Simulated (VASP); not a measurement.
Here is a VASP 6.6.1 calculation.

Contents of INCAR:

```
ALGO = Normal
EDIFF = 1E-6
ENCUT = 520
GGA = CA
ISIF = 2
ISMEAR = -1
LASPH = T
LCHARG = F
LREAL = F
LWAVE = F
NBANDS = 20
NELM = 80
PREC = Accurate
SIGMA = 0.05
```

The input KPOINTS:

```
k-points
0
Gamma
  11 11 11
```

The input POSCAR:

```
TaRu
1.0
    2.9509755062      0.0000000000      0.0000000000
    0.0000000000      2.9509755062      0.0000000000
    0.0000000000      0.0000000000      2.9509755062
Ta Ru
1 1
Direct
    0.5000000000      0.5000000000      0.5000000000
    0.0000000000      0.0000000000      0.0000000000
```

Potentials or basis: VASP PAW LDA potentials, release 64 (Ta_pv, Ru_pv).

Command:

```bash
$ cat potpaw_LDA.64/Ta_pv/POTCAR potpaw_LDA.64/Ru_pv/POTCAR > POTCAR
$ mpirun -np 1 vasp_std > vasp.out
```

**Question.** Estimate the pressure.

**Answer.** 69.4 GPa.
